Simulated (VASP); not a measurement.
Wanted: the native input for a VASP 6.6.1 run.

```yaml
Task: single point
Functional: LDA
Potentials_or_basis: VASP PAW LDA potentials, release 64 (Hf_pv)
Cutoff: 520 eV
k_mesh: 10 × 10 × 10
Occupations: fermi-dirac, width 0.1 eV
Spin: no spin polarisation
Dipole_correction: no
Further_INCAR_settings: ALGO = Normal; EDIFF = 1e-06; NBANDS = 17
```

The structure of Hf lies in POSCAR:

```
Hf
1.0
    0.0000000000      3.0275098359      3.0275098359
    3.0275098359      0.0000000000      3.0275098359
    3.0275098359      3.0275098359      0.0000000000
Hf
2
Direct
    0.1250000000      0.1250000000      0.1250000000
    0.8750000000      0.8750000000      0.8750000000
```

This cell differs from its parent crystal: volume scaled by 0.92.

These files were run (other wordings do the same):

INCAR

```
SYSTEM = Hf
ALGO = Normal
EDIFF = 1E-6
ENCUT = 520
ISIF = 2
ISMEAR = -1
LASPH = .TRUE.
LCHARG = .FALSE.
LREAL = .FALSE.
LWAVE = .FALSE.
NBANDS = 17
NELM = 80
PREC = Accurate
SIGMA = 0.1
```

KPOINTS

```
k-points
0
G
  10 10 10
  0 0 0
```

Potentials or basis: VASP PAW LDA potentials, release 64 (Hf_pv).

The run is started by

```bash
$ cat potpaw_LDA.64/Hf_pv/POTCAR > POTCAR
$ mpirun -np 1 vasp_std > vasp.out
```

Results of the run:

* Pressure: 2.7 GPa
* Band gap on the k mesh: zero (band 10 reaches 2.96 eV, above the bottom of band 11 at 2.45 eV)

Caveat: spin-orbit coupling is left out, which moves the levels of the heavy elements.

It took 15 s on 1 thread of Intel(R) Xeon(R) 6975P-C (Granite Rapids), with other jobs on the host, peak memory 0.17 GiB.
